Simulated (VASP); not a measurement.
Set up this calculation in VASP 6.6.1, as the native input.

```yaml
Task: single point
Functional: PBE
Potentials_or_basis: VASP PAW PBE potentials, release 64 (Al, Ti_sv, Be, Ni)
Cutoff: 400 eV
k_mesh: 1 × 1 × 1, shifted
Occupations: fermi-dirac, width 0.0724 eV
Spin: no spin polarisation
Dipole_correction: no
Mended: yes
Further_INCAR_settings: LREAL = Auto; ALGO = Normal; EDIFF = 1e-06; NBANDS = 65; ISYM = -1
```

The structure of Ti4Be3Al6Ni3 lies in POSCAR:

```
Ti4Be3Al6Ni3
1.0
    5.9660070000     -0.0851050000      0.0886860000
   -0.0851050000      6.3201460000     -0.0851570000
    0.0886860000     -0.0851570000      6.0902670000
Al Ti Be Ni
6 4 3 3
Direct
    1.0461688992      0.8225871051      0.4658266239
    0.8530560580      0.1467144803      0.7367873421
    0.1879159089      0.9027236694      0.9024837054
    0.6568197782      0.4448339809      0.5458043151
    0.8328143205      0.5389028946     -0.0164483129
    0.4907771175      0.2417048700      0.9354190551
    0.5610358769      0.9245213182      0.5570035655
    0.8305854618      0.1568432507      0.2701042497
    0.1903387704      0.5143663043      0.6832950850
    0.4110377093      0.6433697235      0.1527087639
    0.1323987676      0.2891731023      1.0460963693
    0.3918847233      0.2933125208      0.3351527816
    0.6514789650      0.9027428173      0.9534071013
    0.3488519402      0.0154698148      0.2136576409
    0.2508330617      0.1420922822      0.6257127596
    1.0234739074      0.4389234088      0.3623692678
```

The input as run:

INCAR

```
ALGO     = Normal         # electronic algorithm
EDIFF    = 1E-6           # SCF threshold, eV
ENCUT    = 400            # plane-wave cutoff, eV
GGA      = PE             # functional
GGA_COMPAT= False        
ISIF     = 2              # what is computed and relaxed
ISMEAR   = -1             # smearing method
ISYM     = -1           
LASPH    = True           # aspherical terms in the spheres
LCHARG   = False          # write CHGCAR
LREAL    = Auto         
LWAVE    = False          # write WAVECAR
NBANDS   = 65             # bands
NELM     = 120            # most SCF steps
PREC     = Accurate       # precision mode
SIGMA    = 0.0724         # smearing width, eV
```

KPOINTS

```
explicit points
1
Reciprocal
  0.25000000   0.25000000   0.25000000 1
```

Potentials or basis: VASP PAW PBE potentials, release 64 (Al, Ti_sv, Be, Ni).

The run is started by

```sh
$ cat potpaw_PBE.64/Al/POTCAR potpaw_PBE.64/Ti_sv/POTCAR potpaw_PBE.64/Be/POTCAR potpaw_PBE.64/Ni/POTCAR > POTCAR
$ mpirun -np 1 vasp_std > vasp.out
```

It gave:

```yaml
Pressure: 4.6 GPa
Largest_force: 2.687 eV/Å
```

Caveat: the atoms stand as in a frame of molecular dynamics.

It took 26 s on 1 thread of Intel(R) Xeon(R) 6975P-C (Granite Rapids), on a shared host, peak memory 0.24 GiB.
